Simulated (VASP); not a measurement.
Set up this calculation in VASP 6.6.1, as the native input.

```
Task                   : single point
Functional             : PBE
Potentials or basis    : VASP PAW PBE potentials, release 64 (Ba_sv)
Cutoff                 : 520 eV
k mesh                 : 14 × 14 × 14
Occupations            : gaussian, width 0.15 eV
Spin                   : no spin polarisation
Dipole correction      : no
Further INCAR settings : ALGO = Normal; EDIFF = 1e-06; NBANDS = 11
```

The structure of Ba lies in POSCAR:

```
Ba
1.0
   -2.4625000000      2.4625000000      2.4625000000
    2.4625000000     -2.4625000000      2.4625000000
    2.4625000000      2.4625000000     -2.4625000000
Ba
1
Direct
    0.0000000000      0.0000000000      0.0000000000
```

This cell differs from its parent crystal: strain -0.015 along x and y, -0.015 along z.

These files were run (other wordings do the same):

INCAR

```
  PREC = Accurate
  ENCUT = 520
  EDIFF = 1E-6
  ISMEAR = 0
  SIGMA = 0.15
  LREAL = False
  LASPH = True
  NELM = 100
  ALGO = Normal
  ISIF = 2
  LWAVE = False
  LCHARG = False
  GGA = PE
  NBANDS = 11
```

KPOINTS

```
regular mesh
0
Gamma
  14 14 14
```

Potentials or basis: VASP PAW PBE potentials, release 64 (Ba_sv).

The run is started by

```bash
$ cat potpaw_PBE.64/Ba_sv/POTCAR > POTCAR
$ mpirun -np 1 vasp_std > vasp.out
```

It gave:

```
Pressure               : 0.6 GPa
Band gap on the k mesh : zero (bands 5 and 6 overlap by 1.08 eV)
```

Caveat: the cell differs from its parent crystal (strain -0.015 along x and y, -0.015 along z); spin-orbit coupling is left out, which moves the levels of the heavy elements.

It took 16 s on 1 thread of AMD EPYC 9R45 96-Core Processor (Zen 5), with other jobs on the host, peak memory 0.19 GiB.
